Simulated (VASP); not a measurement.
# TiAl (P1) in VASP: single point with LDA+U

Aim: the single point of TiAl with LDA+U.

Everything below comes from runs of VASP 6.6.1. Logs are shortened: lines on timing, memory, paths and dates and some standing lists are left out, and cuts for length are marked.

## 1. The cell of the first run

The typed cell holds 2 atoms: a = 3.179 Å, b = 3.179 Å, c = 3.179 Å, α = 90.00°, β = 90.00°, γ = 90.00°.

## 2. Single point, LDA+U (atoms moved at random)

Contents of INCAR:

```
  PREC = Accurate
  ENCUT = 520
  EDIFF = 1E-7
  ISMEAR = 1
  SIGMA = 0.1
  LREAL = False
  LASPH = True
  NELM = 150
  ALGO = Normal
  ISIF = 2
  LWAVE = False
  LCHARG = True
  LMAXMIX = 4
  LDAU = True
  LDAUTYPE = 2
  LDAUL = 2 -1
  LDAUU = 2 0
  LDAUJ = 0 0
  LDAUPRINT = 1
  LELF = True
  LVHAR = True
  NBANDS = 14
```

Contents of KPOINTS:

```
Automatic mesh
0
Gamma
  8 8 8
```

Contents of POSCAR:

```
TiAl
1.0
    3.1790640000      0.0000000000      0.0000000000
    0.0000000000      3.1790640000      0.0000000000
    0.0000000000      0.0000000000      3.1790640000
Ti Al
1 1
Direct
   -0.0173720000      0.0423110000     -0.0113810000
    0.4225360000      0.4975000000      0.5352070000
```

Potentials or basis: VASP PAW LDA potentials, release 64 (Ti_sv, Al).

Started as:

```
> cat potpaw_LDA.64/Ti_sv/POTCAR potpaw_LDA.64/Al/POTCAR > POTCAR
> mpirun -np 1 vasp_std > vasp.out
```

OUTCAR:

```text
PREC = Accurate
   ENCUT = 520
   EDIFF = 1E-7
   ISMEAR = 1
   LREAL = False
   LASPH = True
   NELM = 150
   ISIF = 2

 ion  position               nearest neighbor table
   1  0.983  0.042  0.989-   2 2.48   2 2.65   2 2.66   2 2.71   2 2.82   2 2.87   2 2.88   2 3.03

   2  0.423  0.498  0.535-   1 2.48   1 2.65   1 2.66   1 2.71   1 2.82   1 2.87   1 2.88   1 3.03

  LATTYP: Found a simple cubic cell.
 ALAT       =     3.1790640000

  Lattice vectors:

 A1 = (   3.1790640000,   0.0000000000,   0.0000000000)
 A2 = (   0.0000000000,   3.1790640000,   0.0000000000)
 A3 = (   0.0000000000,   0.0000000000,   3.1790640000)

Analysis of symmetry for initial positions (statically):
=====================================================================
 Subroutine PRICEL returns:
 Original cell was already a primitive cell.

 Routine SETGRP: Setting up the symmetry group for a
 simple cubic supercell.

 Subroutine GETGRP returns: Found  1 space group operations
 (whereof  1 operations were pure point group operations)
 out of a pool of 48 trial point group operations.

The static configuration has the point symmetry C_1 .

Analysis of symmetry for dynamics (positions and initial velocities):
=====================================================================
 Subroutine PRICEL returns:
 Original cell was already a primitive cell.

 Routine SETGRP: Setting up the symmetry group for a
 simple cubic supercell.

 Subroutine GETGRP returns: Found  1 space group operations
 (whereof  1 operations were pure point group operations)
 out of a pool of 48 trial point group operations.

The dynamic configuration has the point symmetry C_1 .

 Subroutine INISYM returns: Found  1 space group operations
 (whereof  1 operations are pure point group operations),
 and found     1 'primitive' translations

----------------------------------------------------------------------------------------

                                     Primitive cell
[... 156 lines left out ...]
  o =  0.1379  v =  0.0000  0.0000  0.0000  0.0000  0.0000 -0.6439  0.0570  0.0015 -0.7630  0.0010      0.0000  0.0000  0.0000  0.0000  0.0000  0.0000  0.0000  0.0000  0.0000  0.0000
  o =  0.1385  v =  0.5771  0.6909 -0.0001 -0.4355 -0.0001  0.0000  0.0000  0.0000  0.0000  0.0000      0.0000  0.0000  0.0000  0.0000  0.0000  0.0000  0.0000  0.0000  0.0000  0.0000
  o =  0.1385  v =  0.0000  0.0000  0.0000  0.0000  0.0000  0.5771  0.6909 -0.0001 -0.4355 -0.0001      0.0000  0.0000  0.0000  0.0000  0.0000  0.0000  0.0000  0.0000  0.0000  0.0000
  o =  0.1496  v =  0.5023 -0.7207  0.0001 -0.4778 -0.0003  0.0000  0.0000  0.0000  0.0000  0.0000      0.0000  0.0000  0.0000  0.0000  0.0000  0.0000  0.0000  0.0000  0.0000  0.0000
  o =  0.1496  v =  0.0000  0.0000  0.0000  0.0000  0.0000  0.5023 -0.7207  0.0001 -0.4778 -0.0003      0.0000  0.0000  0.0000  0.0000  0.0000  0.0000  0.0000  0.0000  0.0000  0.0000
  o =  0.2769  v = -0.0013  0.0001 -0.8459 -0.0013 -0.5333  0.0000  0.0000  0.0000  0.0000  0.0000      0.0000  0.0000  0.0000  0.0000  0.0000  0.0000  0.0000  0.0000  0.0000  0.0000
  o =  0.2769  v =  0.0000  0.0000  0.0000  0.0000  0.0000 -0.0013  0.0001 -0.8459 -0.0013 -0.5333      0.0000  0.0000  0.0000  0.0000  0.0000  0.0000  0.0000  0.0000  0.0000  0.0000
  o =  0.2784  v =  0.0000  0.0000  0.0000  0.0000  0.0000  0.0002 -0.0002 -0.5333 -0.0002  0.8459      0.0000  0.0000  0.0000  0.0000  0.0000  0.0000  0.0000  0.0000  0.0000  0.0000
  o =  0.2784  v =  0.0002 -0.0002 -0.5333 -0.0002  0.8459  0.0000  0.0000  0.0000  0.0000  0.0000      0.0000  0.0000  0.0000  0.0000  0.0000  0.0000  0.0000  0.0000  0.0000  0.0000

 number of electron      14.9999997 magnetization

 Free energy of the ion-electron system (eV)
  ---------------------------------------------------
  ext. energy  EPLUGINS =         0.00000000
  ---------------------------------------------------
  free energy    TOTEN  =       -11.45798334 eV

  energy without entropy =      -11.45668547  energy(sigma->0) =      -11.45755072

 E-fermi :   8.6409     XC(G=0): -11.3095

 val. band max:        8.6378332777   @ k =   0.3750  -0.3750   0.2500
 cond. band min:       8.6411739136   @ k =  -0.2500   0.3750   0.5000
 fundamental gap:      0.0033406359
 Fermi energy:         8.6408986535

 k-point     1 :       0.0000    0.0000    0.0000
  band No.  band energies     occupation
      1     -48.0444      2.00000
      2     -24.6308      2.00000
      3     -24.6096      2.00000
      4     -24.6074      2.00000
      5      -0.6381      2.00000
      6       7.1386      2.00000
      7       7.1392      2.00000
      8      10.4352     -0.00000
      9      10.6175     -0.00000
     10      10.6349     -0.00000
     11      13.0605      0.00000
     12      13.0611      0.00000
     13      13.2037      0.00000
     14      17.5046      0.00000
[... 377 lines left out ...]
      1     -48.0344      2.00000
      2     -24.7022      2.00000
      3     -24.6330      2.00000
      4     -24.6044      2.00000
      5       0.5595      2.00000
      6       6.3684      2.00000
      7       7.4350      2.00000
      8       9.1461     -0.00000
      9       9.5752     -0.00000
     10      10.4326     -0.00000
     11      11.6594      0.00000
     12      13.7400      0.00000
     13      15.2908      0.00000
     14      16.9210      0.00000

 [... further k-points ...]

------------------------ aborting loop because EDIFF is reached ----------------------------------------

  FORCE on cell =-STRESS in cart. coord.  units (eV):
  Direction    XX          YY          ZZ          XY          YZ          ZX
  --------------------------------------------------------------------------------------
  -------------------------------------------------------------------------------------
  Total       -0.1522576     -0.0098620     -0.0255355      0.4604466     -0.3691146     -0.4771455
  in kB       -7.5926198     -0.4917873     -1.2733750     22.9610677    -18.4066154    -23.7937886
  external PRESSURE =      -3.1192607 kB  Pullay stress =       0.0000000 kB

 VOLUME and BASIS-vectors are now :
 -----------------------------------------------------------------------------
  energy-cutoff  :      520.00
  volume of cell :       32.13
      direct lattice vectors                 reciprocal lattice vectors
     3.179064000  0.000000000  0.000000000     0.314557996  0.000000000  0.000000000
     0.000000000  3.179064000  0.000000000     0.000000000  0.314557996  0.000000000
     0.000000000  0.000000000  3.179064000     0.000000000  0.000000000  0.314557996

 POSITION                                       TOTAL-FORCE (eV/Angst)
 -----------------------------------------------------------------------------------
      3.12384      0.13451      3.14288        -1.277776     -0.991900      1.027072
      1.34327      1.58158      1.70146         1.277776      0.991900     -1.027072
 -----------------------------------------------------------------------------------
    total drift:                               -0.000070     -0.000192      0.000290

  FREE ENERGIE OF THE ION-ELECTRON SYSTEM (eV)
  ---------------------------------------------------
  free  energy   TOTEN  =       -11.4579833413 eV

  energy  without entropy=      -11.4566854711  energy(sigma->0) =      -11.45755072
```

OSZICAR:

```text
N       E                     dE             d eps       ncg     rms          rms(c)
DAV:   1     0.953867069787E+02    0.95387E+02   -0.66623E+03  7280   0.109E+03
DAV:   2    -0.699907181783E+01   -0.10239E+03   -0.98421E+02  7472   0.302E+02
DAV:   3    -0.131922240610E+02   -0.61932E+01   -0.60069E+01 11700   0.650E+01
DAV:   4    -0.133768713829E+02   -0.18465E+00   -0.18440E+00  7952   0.106E+01
DAV:   5    -0.133842029225E+02   -0.73315E-02   -0.73311E-02 10682   0.197E+00    0.993E+00
DAV:   6    -0.115279043660E+02    0.18563E+01   -0.57570E+00  8330   0.326E+01    0.296E+00
DAV:   7    -0.114654323758E+02    0.62472E-01   -0.49275E-01  8252   0.924E+00    0.175E+00
DAV:   8    -0.114602794346E+02    0.51529E-02   -0.67504E-02  9726   0.222E+00    0.471E-01
DAV:   9    -0.114578109814E+02    0.24685E-02   -0.10432E-02  8744   0.137E+00    0.180E-01
DAV:  10    -0.114579728653E+02   -0.16188E-03   -0.80390E-04  8404   0.317E-01    0.453E-02
DAV:  11    -0.114579875180E+02   -0.14653E-04   -0.11347E-04  9714   0.874E-02    0.295E-02
DAV:  12    -0.114579833801E+02    0.41379E-05   -0.10833E-05  8674   0.431E-02    0.379E-03
DAV:  13    -0.114579833413E+02    0.38746E-07   -0.59309E-07  8848   0.122E-02
   1 F= -.11457983E+02 E0= -.11457551E+02  d E =-.129787E-02
```

stdout:

```text
POSCAR found type information on POSCAR TiAl
 POSCAR found :  2 types and       2 ions
 scaLAPACK will be used
 LDA part: xc-table for (Slater(with rela. corr.)+CA(PZ))
 , standard interpolation
 POSCAR, INCAR and KPOINTS ok, starting setup
 FFT: planning ... GRIDC
 FFT: planning ... GRID_SOFT
 FFT: planning ... GRID
 WAVECAR not read
 entering main loop
```

It took 44 s on 1 thread of Intel Xeon Platinum 8259CL at 2.50GHz (Skylake/Cascade Lake), shared host; peak memory 0.22 GiB.

Results:

```yaml
Free_energy: -11.4580 eV
Pressure: -0.3 GPa
Largest_force: 1.916 eV/Å
Band_gap_on_the_k_mesh: zero (an odd number of electrons rules out a gap without spin polarisation)
```

Forces in eV/Å, atoms in the order of the input:
```
Ti  -1.278 -0.992  1.027
Al   1.278  0.992 -1.027
```

Levels at points of the mesh, in eV from the Fermi level:
```tsv
k point	band 6	band 7	band 8	band 9	band 10	band 11
(0.00, 0.00, 0.00)	-1.50	-1.50	1.79	1.98	1.99	4.42
(0.50, 0.00, 0.00)	-5.18	-0.64	0.25	0.31	2.13	2.96
(0.00, 0.50, 0.00)	-5.19	-0.64	0.23	0.31	2.15	2.95
(0.00, 0.00, 0.50)	-5.19	-0.64	0.23	0.31	2.14	2.96
(0.50, 0.50, 0.00)	-2.26	-2.13	-1.36	0.79	0.91	2.71
(0.00, 0.50, 0.50)	-2.23	-2.14	-1.38	0.84	0.93	2.72
(0.50, 0.00, 0.50)	-2.27	-2.13	-1.36	0.78	0.90	2.71
(0.50, 0.50, 0.50)	-2.99	-2.98	0.53	2.76	2.76	2.81
```

Eigenvalues of the final occupation matrices:
| site | spin | trace | eigenvalues |
| --- | --- | --- | --- |
| site 1 d | 1 | 0.98 | 0.14 0.14 0.15 0.28 0.28 |
| site 1 d | 2 | 0.98 | 0.14 0.14 0.15 0.28 0.28 |

Caveat: the cell differs from its parent crystal (atoms moved at random); U without spin polarisation on a metal has little footing; the U is typed as a test and isn't derived for this compound; forces of over 1 eV/Å act on the atoms, so gaps and moduli don't describe the material at rest.
